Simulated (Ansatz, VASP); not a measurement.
Two plane-wave programs on Cu

INCAR

```
SYSTEM = Cu
PREC = Accurate
ENCUT = 700
EDIFF = 1E-6
ISMEAR = -1
SIGMA = 0.05
LREAL = .FALSE.
LASPH = .TRUE.
NELM = 120
ALGO = Normal
ISIF = 2
LWAVE = .FALSE.
LCHARG = .FALSE.
GGA = PE
NBANDS = 46
GGA_COMPAT = .FALSE.
```

Contents of KPOINTS:

```
regular mesh
0
G
  12 12 4
  0 0 0
```

POSCAR

```
Cu
1.0
    2.4791012850      0.0000000000      0.0000000000
   -1.2395506425      2.1469646914      0.0000000000
    0.0000000000      0.0000000000      8.0931592851
Cu
4
Direct
    0.6666666667      0.3333333333      0.7500000000
    0.0000000000      0.0000000000      0.5000000000
    0.3333333333      0.6666666667      0.2500000000
    0.0000000000      0.0000000000      0.0000000000
```

The input input.yaml:

```yaml
crystal:
  lattice:
    - [2.479101285, 0.0, 0.0]
    - [-1.2395506425, 2.1469646914, 0.0]
    - [0.0, 0.0, 8.0931592851]
  atoms:
    - { symbol: Cu, position: [0.6666666667, 0.3333333333, 0.75] }
    - { symbol: Cu, position: [0.0, 0.0, 0.5] }
    - { symbol: Cu, position: [0.3333333333, 0.6666666667, 0.25] }
    - { symbol: Cu, position: [0.0, 0.0, 0.0] }
hamiltonian:
  xc: pbe
  pseudopotentials: { kind: paw }
kpoints:
  mp_grid: { grid: [12, 12, 4] }
scf:
  occupations: { method: fermi_dirac, width: 0.05 }
output:
  forces: true
  stress: true
  eigenvalues: true
```

Alike in both runs: task single point; functional PBE; k mesh 12 × 12 × 4; occupations fermi-dirac, width 0.05 eV; no spin polarisation.

```csv
,VASP,Ansatz
version,VASP 6.6.1,Ansatz 0.2.0
potentials or method,"VASP PAW PBE potentials, release 64 (Cu_sv_GW)",Ansatz PAW
plane-wave cutoff (eV),700,420
valence electrons in the cell,76,76
```

```tsv
	VASP	Ansatz	Ansatz less VASP
gap on the k mesh at the Fermi level (eV)	none	none	-
pressure (GPa)	13.6	19.3	+5.75
traceless stress, the component that is largest in VASP (GPa)	-0.35	-0.35	0.000
```

A gap of «none» marks a metal or a gap that the smearing closes. One of these differences is far larger than is usual between the two programs; its cause wasn't traced.
